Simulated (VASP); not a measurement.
# GaSb (I-4m2) in VASP: further runs

Runs on GaSb. Level: LDA. Tasks: single point.

Program: VASP 6.6.1. These are calculated values, not measurements. Logs are shortened: lines on timing, memory, paths and dates and some standing lists are left out, and cuts for length are marked.

### Step 1. The cell of the first run

Symmetry: I-4m2, No. 119, tetragonal system. The conventional cell has a = 5.255 Å, b = 5.255 Å, c = 3.200 Å, α = 90.00°, β = 90.00°, γ = 90.00°. Ga (site symmetry -4m2) has 8 Sb at 2.75 to 3.56 Å and 2 Ga at 3.20 Å within 3.6 Å. Within 3.6 Å of Sb (site symmetry -4m2) lie 8 Ga at 2.75 to 3.56 Å and 2 Sb at 3.20 Å.

### Step 2. Single point, LDA

INCAR reads:

```
PREC = Accurate ; ENCUT = 520
EDIFF = 1E-6 ; ISMEAR = 0
SIGMA = 0.15 ; LREAL = F
LASPH = T ; NELM = 80
ALGO = Normal ; ISIF = 2
LWAVE = F ; LCHARG = F
NBANDS = 16
```

KPOINTS reads:

```
Automatic mesh
0
Gamma
  16 16 16
```

POSCAR reads:

```
GaSb
1.0
   -2.6275500000      2.6275500000      1.6002000000
    2.6275500000     -2.6275500000      1.6002000000
    2.6275500000      2.6275500000     -1.6002000000
Ga Sb
1 1
Direct
    0.2500000000      0.7500000000      0.5000000000
    0.0000000000      0.0000000000      0.0000000000
```

Potentials or basis: VASP PAW LDA potentials, release 64 (Ga_d, Sb).

Started as:

```bash
$ cat potpaw_LDA.64/Ga_d/POTCAR potpaw_LDA.64/Sb/POTCAR > POTCAR
$ mpirun -np 1 vasp_std > vasp.out
```

OUTCAR:

```text
PREC = Accurate
   ENCUT = 520
   EDIFF = 1E-6
   ISMEAR = 0
   LREAL = F
   LASPH = T
   NELM = 80
   ISIF = 2

 ion  position               nearest neighbor table
   1  0.250  0.750  0.500-   2 2.75   2 2.75   2 2.75   2 2.75
   2  0.000  0.000  0.000-   1 2.75   1 2.75   1 2.75   1 2.75

  LATTYP: Found a body centered tetragonal cell.
 ALAT       =     5.2551000000
 C/A-ratio  =     0.6090083918

  Lattice vectors:

 A1 = (  -2.6275500000,   2.6275500000,   1.6002000000)
 A2 = (   2.6275500000,  -2.6275500000,   1.6002000000)
 A3 = (   2.6275500000,   2.6275500000,  -1.6002000000)

Analysis of symmetry for initial positions (statically):
=====================================================================
 Subroutine PRICEL returns:
 Original cell was already a primitive cell.

 Routine SETGRP: Setting up the symmetry group for a
 body centered tetragonal supercell.

 Subroutine GETGRP returns: Found  8 space group operations
 (whereof  8 operations were pure point group operations)
 out of a pool of 16 trial point group operations.

The static configuration has the point symmetry D_2d.

Analysis of symmetry for dynamics (positions and initial velocities):
=====================================================================
 Subroutine PRICEL returns:
 Original cell was already a primitive cell.

 Routine SETGRP: Setting up the symmetry group for a
 body centered tetragonal supercell.

 Subroutine GETGRP returns: Found  8 space group operations
 (whereof  8 operations were pure point group operations)
 out of a pool of 16 trial point group operations.

The dynamic configuration has the point symmetry D_2d.

 Subroutine INISYM returns: Found  8 space group operations
 (whereof  8 operations are pure point group operations),
 and found     1 'primitive' translations

----------------------------------------------------------------------------------------

                                     Primitive cell

  volume of cell :      44.1912

  direct lattice vectors                    reciprocal lattice vectors
    -2.627550000  2.627550000  1.600200000     0.000000000  0.190291336  0.312460942
     2.627550000 -2.627550000  1.600200000     0.190291336  0.000000000  0.312460942
     2.627550000  2.627550000 -1.600200000     0.190291336  0.190291336  0.000000000

  length of vectors
     4.045822295  4.045822295  4.045822295     0.365845094  0.365845094  0.269112588

  position of ions in fractional coordinates (direct lattice)
     0.250000000  0.750000000  0.500000000
     0.000000000  0.000000000  0.000000000

  ion indices of the primitive-cell ions
   primitive index   ion index
                 1           1
                 2           2

----------------------------------------------------------------------------------------

 KPOINTS: Automatic mesh

Automatic generation of k-mesh.
 Grid dimensions read from file:
 generate k-points for:   16   16   16

 Generating k-lattice:

  Cartesian coordinates                     Fractional coordinates (reciprocal lattice)
     0.000000000  0.011893209  0.019528809     0.062500000  0.000000000 -0.000000000
     0.011893209  0.000000000  0.019528809     0.000000000  0.062500000 -0.000000000
     0.011893209  0.011893209  0.000000000     0.000000000  0.000000000  0.062500000

  Length of vectors
     0.022865318  0.022865318  0.016819537

  Shift w.r.t. Gamma in fractional coordinates (k-lattice)
     0.000000000  0.000000000  0.000000000

 Subroutine IBZKPT returns following result:
 ===========================================

 Found    349 irreducible k-points:

 Following reciprocal coordinates:
            Coordinates               Weight
  0.000000  0.000000  0.000000      1.000000
  0.062500  0.000000 -0.000000      8.000000
  0.125000  0.000000 -0.000000      8.000000
  0.187500  0.000000 -0.000000      8.000000
  0.250000  0.000000 -0.000000      8.000000
  0.312500  0.000000  0.000000      8.000000
[... 16 lines left out ...]
 -0.125000  0.062500  0.000000     16.000000
 -0.062500  0.062500  0.000000      4.000000
 [... further k-points ...]
   k-points           NKPTS =    349   k-points in BZ     NKDIM =    349   number of bands    NBANDS=     16
   number of dos      NEDOS =    301   number of ions     NIONS =      2
   total plane-waves  NPLWV =  27000
   dimension x,y,z NGX =    30 NGY =   30 NGZ =   30
   dimension x,y,z NGXF=    60 NGYF=   60 NGZF=   60
   ions per type =               1   1
   NGX,Y,Z   is equivalent  to a cutoff of  12.33, 12.33, 12.33 a.u.
   NGXF,Y,Z  is equivalent  to a cutoff of  24.65, 24.65, 24.65 a.u.
 SYSTEM =  unknown system
   PREC   = accura    normal or accurate (medium, high low for compatibility)
   ISTART =      0    job   : 0-new  1-cont  2-samecut
   ICHARG =      2    charge: 1-file 2-atom 10-const
   ISPIN  =      1    spin polarized calculation?
   LNONCOLLINEAR =      F non collinear calculations
   LSORBIT =      F    spin-orbit coupling
   LASPH  =      T    aspherical Exc in radial PAW
   ENCUT  =  520.0 eV  38.22 Ry    6.18 a.u.   7.52  7.52  7.52*2*pi/ulx,y,z
   NELM   =     80;   NELMIN=  2; NELMDL= -5     # of ELM steps
   EDIFF  = 0.1E-05   stopping-criterion for ELM
   LREAL  =      F    real-space projection
   EDIFFG = 0.1E-04   stopping-criterion for IOM
   NSW    =      0    number of steps for IOM
   IBRION =     -1    ionic relax: 0-MD 1-quasi-New 2-CG
   NFREE  =      0    steps in history (QN), initial steepest desc. (CG)
   ISIF   =      2    stress and relaxation
   ISYM   =      2    0-nonsym 1-usesym 2-fastsym
   POTIM  = 0.5000    time-step for ionic-motion
   TEBEG  =    0.0;   TEEND  =   0.0 temperature during run
   PSTRESS=    0.0 pullay stress
   NELECT =      18.0000    total number of electrons
   NUPDOWN=      -1.0000    fix difference up-down
   EMIN   =  10.00;   EMAX   =-10.00  energy-range for DOS
   EFERMI =   0.00;   METHOD = LEGACY
   ISMEAR =     0;   SIGMA  =   0.15  broadening in eV -4-tet -1-fermi 0-gaus
   EFERMI_NEDOS =   21; number of points for ismear=-14 and -15
   IALGO  =     38    algorithm
   IMIX   =      4    mixing-type and parameters
     AMIX     =   0.40;   BMIX     =  1.00
     AMIX_MAG =   1.60;   BMIX_MAG =  1.00
  volume/ion in A,a.u.               =      22.10       149.11
  Fermi-wavevector in a.u.,A,eV,Ry     =   1.213539  2.293255 20.036972  1.472676
  Thomas-Fermi vector in A             =   2.348987
   LORBIT       =      0    0 simple, 1 ext, 2 COOP (PROOUT), +10 PAW based schemes
   GGA     = CA    functional components
   LHFCALC =     F    Hartree Fock is set to
   AEXX    =    0.0000 exact exchange contribution
   IVDW    =     0    specifies the selected vdW correction
   LEPSILON=     F    determine dielectric tensor
   LRPA    =     F    only Hartree local field effects (RPA)
 non-spin polarized calculation
 Gauss-broadening in eV      SIGMA  =   0.15
  energy-cutoff  :      520.00
  volume of cell :       44.19
 maximum number of plane-waves:      1208
   NGX = 15   NGY = 15   NGZ = 15

 number of electron      17.9999988 magnetization

 Free energy of the ion-electron system (eV)
  ---------------------------------------------------
  ext. energy  EPLUGINS =         0.00000000
  ---------------------------------------------------
  free energy    TOTEN  =        -8.35709078 eV

  energy without entropy =       -8.34939440  energy(sigma->0) =       -8.35324259

 E-fermi :   7.4421     XC(G=0): -10.8547

 val. band max:        7.4413520172   @ k =   0.4375   0.3750  -0.0000
 cond. band min:       7.4433149603   @ k =   0.5000   0.3750   0.0625
 fundamental gap:      0.0019629431
 Fermi energy:         7.4420802081

 k-point     1 :       0.0000    0.0000    0.0000
  band No.  band energies     occupation
      1      -7.7348      2.00000
      2      -7.6626      2.00000
      3      -7.6543      2.00000
      4      -7.6270      2.00000
      5      -7.6270      2.00000
      6      -5.2040      2.00000
[... 8 lines left out ...]
     15      17.0666      0.00000
     16      18.1784      0.00000

 k-point     2 :       0.0625    0.0000   -0.0000
  band No.  band energies     occupation
      1      -7.7300      2.00000
      2      -7.6635      2.00000
      3      -7.6534      2.00000
      4      -7.6290      2.00000
      5      -7.6290      2.00000
      6      -5.1272      2.00000
[... 8 lines left out ...]
     15      17.3146      0.00000
     16      17.7142      0.00000

 k-point     3 :       0.1250    0.0000   -0.0000
  band No.  band energies     occupation
      1      -7.7165      2.00000
      2      -7.6663      2.00000
      3      -7.6510      2.00000
      4      -7.6345      2.00000
      5      -7.6342      2.00000
      6      -4.8973      2.00000
[... 8 lines left out ...]
     15      16.5400      0.00000
     16      17.5519      0.00000

 k-point     4 :       0.1875    0.0000   -0.0000
  band No.  band energies     occupation
      1      -7.6977      2.00000
      2      -7.6702      2.00000
      3      -7.6511      2.00000
      4      -7.6419      2.00000
      5      -7.6384      2.00000
      6      -4.5163      2.00000
[... 8 lines left out ...]
     15      15.8180      0.00000
     16      17.7866      0.00000

 k-point     5 :       0.2500    0.0000   -0.0000
  band No.  band energies     occupation
      1      -7.6861      2.00000
      2      -7.6681      2.00000
      3      -7.6589      2.00000
      4      -7.6469      2.00000
      5      -7.6355      2.00000
      6      -3.9893      2.00000
[... 8 lines left out ...]
     15      15.2647      0.00000
     16      18.2614      0.00000

 k-point     6 :       0.3125    0.0000    0.0000
  band No.  band energies     occupation
      1      -7.6919      2.00000
      2      -7.6691      2.00000
      3      -7.6647      2.00000
      4      -7.6359      2.00000
      5      -7.6302      2.00000
      6      -3.3289      2.00000
[... 8 lines left out ...]
     15      14.9349      0.00000
     16      18.8954      0.00000

 k-point     7 :       0.3750    0.0000   -0.0000
  band No.  band energies     occupation
      1      -7.7002      2.00000
      2      -7.6781      2.00000
      3      -7.6678      2.00000
      4      -7.6253      2.00000
      5      -7.6172      2.00000
      6      -2.5675      2.00000
[... 8 lines left out ...]
     15      15.9271      0.00000
     16      19.6193      0.00000

 k-point     8 :       0.4375    0.0000   -0.0000
  band No.  band energies     occupation
      1      -7.7063      2.00000
      2      -7.6842      2.00000
      3      -7.6704      2.00000
      4      -7.6220      2.00000
      5      -7.6036      2.00000
      6      -1.8063      2.00000
[... 8 lines left out ...]
     15      17.3667      0.00000
     16      19.3986      0.00000

 k-point     9 :       0.5000    0.0000   -0.0000
  band No.  band energies     occupation
      1      -7.7086      2.00000
      2      -7.6864      2.00000
      3      -7.6713      2.00000
      4      -7.6208      2.00000
      5      -7.5987      2.00000
      6      -1.4074      2.00000
[... 8 lines left out ...]
     15      18.5676      0.00000
     16      18.8660      0.00000
[... 172 lines left out ...]
 k-point    19 :      -0.3750    0.0625    0.0000
  band No.  band energies     occupation
      1      -7.6959      2.00000
      2      -7.6700      2.00000
      3      -7.6639      2.00000
      4      -7.6344      2.00000
      5      -7.6273      2.00000
      6      -3.1072      2.00000
[... 8 lines left out ...]
     15      15.6934      0.00000
     16      18.6230      0.00000

 k-point    20 :      -0.3125    0.0625    0.0000
  band No.  band energies     occupation
      1      -7.6895      2.00000
      2      -7.6683      2.00000
      3      -7.6592      2.00000
      4      -7.6455      2.00000
      5      -7.6323      2.00000
      6      -3.7973      2.00000
[... 8 lines left out ...]
     15      15.4953      0.00000
     16      17.9913      0.00000

 k-point    21 :      -0.2500    0.0625    0.0000
  band No.  band energies     occupation
      1      -7.6966      2.00000
      2      -7.6737      2.00000
      3      -7.6514      2.00000
      4      -7.6411      2.00000
      5      -7.6352      2.00000
      6      -4.3602      2.00000
[... 8 lines left out ...]
     15      15.8734      0.00000
     16      17.5280      0.00000

 k-point    22 :      -0.1875    0.0625    0.0000
  band No.  band energies     occupation
      1      -7.7148      2.00000
      2      -7.6696      2.00000
      3      -7.6501      2.00000
      4      -7.6345      2.00000
      5      -7.6320      2.00000
      6      -4.7796      2.00000
[... 8 lines left out ...]
     15      16.4347      0.00000
     16      17.3380      0.00000

 k-point    23 :      -0.1250    0.0625    0.0000
  band No.  band energies     occupation
      1      -7.7286      2.00000
      2      -7.6659      2.00000
      3      -7.6523      2.00000
      4      -7.6292      2.00000
      5      -7.6276      2.00000
      6      -5.0486      2.00000
[... 8 lines left out ...]
     15      16.9970      0.00000
     16      17.4529      0.00000

 k-point    24 :      -0.0625    0.0625    0.0000
  band No.  band energies     occupation
      1      -7.7341      2.00000
      2      -7.6638      2.00000
      3      -7.6538      2.00000
      4      -7.6272      2.00000
      5      -7.6263      2.00000
      6      -5.1647      2.00000
[... 8 lines left out ...]
     15      16.8961      0.00000
     16      18.0266      0.00000

 [... further k-points ...]

------------------------ aborting loop because EDIFF is reached ----------------------------------------

  FORCE on cell =-STRESS in cart. coord.  units (eV):
  Direction    XX          YY          ZZ          XY          YZ          ZX
  --------------------------------------------------------------------------------------
  -------------------------------------------------------------------------------------
  Total        0.7295224      0.7295224     -0.3871909      0.0000000      0.0000000      0.0000000
  in kB       26.4492276     26.4492276    -14.0378130      0.0000000      0.0000000      0.0000000
  external PRESSURE =      12.9535474 kB  Pullay stress =       0.0000000 kB

 VOLUME and BASIS-vectors are now :
 -----------------------------------------------------------------------------
  energy-cutoff  :      520.00
  volume of cell :       44.19
      direct lattice vectors                 reciprocal lattice vectors
    -2.627550000  2.627550000  1.600200000     0.000000000  0.190291336  0.312460942
     2.627550000 -2.627550000  1.600200000     0.190291336  0.000000000  0.312460942
     2.627550000  2.627550000 -1.600200000     0.190291336  0.190291336  0.000000000

 POSITION                                       TOTAL-FORCE (eV/Angst)
 -----------------------------------------------------------------------------------
      2.62755     -0.00000      0.80010        -0.000000     -0.000000     -0.000000
      0.00000      0.00000      0.00000         0.000000      0.000000      0.000000
 -----------------------------------------------------------------------------------
    total drift:                                0.000000     -0.000000      0.000000

  FREE ENERGIE OF THE ION-ELECTRON SYSTEM (eV)
  ---------------------------------------------------
  free  energy   TOTEN  =        -8.3570907757 eV

  energy  without entropy=       -8.3493944036  energy(sigma->0) =       -8.35324259
```

Wall time 2.1 min (1 thread of Intel Xeon Platinum 8488C (Sapphire Rapids), shared host); peak memory 0.36 GiB.

Results:

| Quantity | Value |
| --- | --- |
| Free energy | -8.3571 eV |
| Pressure | 1.3 GPa |
| Band gap on the k mesh | zero (bands 9 and 10 overlap by 5.50 eV) |

Stress tensor (GPa, compression positive):
```
 2.64  0.00  0.00
 0.00  2.64  0.00
 0.00  0.00 -1.40
```

Caveat: spin-orbit coupling is left out, which moves the levels of the heavy elements.

### Step 3. Single point, LDA

This run uses another cell than the first one, of 22.25 Å³/atom.

INCAR reads:

```
  PREC = Accurate
  ENCUT = 520
  EDIFF = 1E-6
  ISMEAR = 0
  SIGMA = 0.15
  LREAL = False
  LASPH = True
  NELM = 100
  ALGO = Normal
  ISIF = 2
  LWAVE = False
  LCHARG = False
  GGA = CA
  NBANDS = 16
```

KPOINTS is that of step 2.

POSCAR reads:

```
GaSb
1.0
   -2.7351500000      2.7351500000      1.4873500000
    2.7351500000     -2.7351500000      1.4873500000
    2.7351500000      2.7351500000     -1.4873500000
Ga Sb
1 1
Direct
    0.2500000000      0.7500000000      0.5000000000
    0.0000000000      0.0000000000      0.0000000000
```

Potentials or basis: VASP PAW LDA potentials, release 64 (Ga_d, Sb).

Started as:

```bash
$ cat potpaw_LDA.64/Ga_d/POTCAR potpaw_LDA.64/Sb/POTCAR > POTCAR
$ mpirun -np 1 vasp_std > vasp.out
```

Run time: 98 s. Hardware: 1 thread of Intel Xeon Platinum 8488C (Sapphire Rapids), shared host; peak memory 0.36 GiB.

Results (log left out):

| Quantity | Value |
| --- | --- |
| Free energy | -8.3667 eV |
| Pressure | 0.2 GPa |
| Band gap on the k mesh | zero (bands 9 and 10 overlap by 4.66 eV) |

Stress tensor (GPa, compression positive):
```
-0.92  0.00  0.00
 0.00 -0.92  0.00
 0.00  0.00  2.37
```

Levels at points of the mesh, in eV from the Fermi level:
```tsv
k point	band 5	band 6	band 7	band 8	band 9	band 10	band 11	band 12	band 13	band 14
(0.00, 0.00, 0.00)	-14.97	-12.63	-3.43	-2.34	-2.34	3.10	6.38	7.04	7.04	8.70
(0.50, 0.00, 0.00)	-14.93	-8.14	-5.89	-2.64	-1.39	-1.38	2.39	3.31	5.25	7.88
(0.50, 0.50, 0.00)	-14.96	-11.14	-8.61	-0.35	1.54	1.76	1.97	5.72	7.69	9.45
(0.50, 0.50, 0.50)	-14.96	-9.93	-6.44	-5.50	-5.50	4.76	6.19	10.35	10.35	12.84
```

Caveat: spin-orbit coupling is left out, which moves the levels of the heavy elements.

### Step 4. Single point, LDA

This run uses another cell than the first one, of 22.25 Å³/atom.

INCAR reads:

```
ALGO = Normal
EDIFF = 1E-6
ENCUT = 520
ISIF = 2
ISMEAR = 0
LASPH = True
LCHARG = False
LREAL = False
LWAVE = False
NBANDS = 16
NELM = 80
PREC = Accurate
SIGMA = 0.15
```

KPOINTS reads:

```
k-points
0
Gamma
  16 16 16
```

POSCAR reads:

```
GaSb
1.0
   -2.6454500000      2.6454500000      1.5899500000
    2.6454500000     -2.6454500000      1.5899500000
    2.6454500000      2.6454500000     -1.5899500000
Ga Sb
1 1
Direct
    0.2500000000      0.7500000000      0.5000000000
    0.0000000000      0.0000000000      0.0000000000
```

Started as:

```bash
$ cat potpaw_LDA.64/Ga_d/POTCAR potpaw_LDA.64/Sb/POTCAR > POTCAR
$ mpirun -np 1 vasp_std > vasp.out
```

Run time: 2.4 min. Hardware: 1 thread of Intel Xeon Platinum 8488C (Sapphire Rapids), shared host; peak memory 0.36 GiB.

It converged, with:

```yaml
Free_energy: -8.3677 eV
Pressure: 0.6 GPa
Band_gap_on_the_k_mesh: zero (bands 9 and 10 overlap by 5.42 eV)
```

Stress tensor (GPa, compression positive):
```
 1.60  0.00  0.00
 0.00  1.60  0.00
 0.00  0.00 -1.42
```

Levels at points of the mesh, in eV from the Fermi level:
```tsv
k point	band 6	band 7	band 8	band 9	band 10	band 11	band 12	band 13
(0.00, 0.00, 0.00)	-12.58	-2.38	-1.91	-1.91	3.49	4.85	7.23	7.59
(0.50, 0.00, 0.00)	-8.75	-6.14	-2.44	-1.83	-1.23	2.26	3.52	5.53
(0.50, 0.50, 0.00)	-10.83	-8.54	0.19	1.80	2.68	2.78	4.38	6.12
(0.50, 0.50, 0.50)	-9.36	-6.08	-5.40	-5.40	2.92	4.32	11.41	11.41
```

Caveat: spin-orbit coupling is left out, which moves the levels of the heavy elements.

### Step 5. The runs side by side

| cell | gap on the mesh (eV) | pressure (GPa) |
| --- | --- | --- |
| a = 4.046 Å, angles 99.0, 99.0, 133.4°, 2 atoms | none | 1.3 |
| a = 4.144 Å, angles 97.4, 97.4, 137.9°, 2 atoms | none | 0.2 |
| a = 4.065 Å, angles 98.8, 98.8, 134.0°, 2 atoms | none | 0.6 |

Alike in all rows: task single point; level LDA; potentials or basis VASP PAW LDA potentials, release 64 (Ga_d, Sb); no spin polarisation; k mesh 16 × 16 × 16; cutoff (eV) 520; smearing gaussian 0.15 eV.

Caveats: spin-orbit coupling is left out, which moves the levels of the heavy elements.

Absolute energies hang on the potentials; compare differences alone.
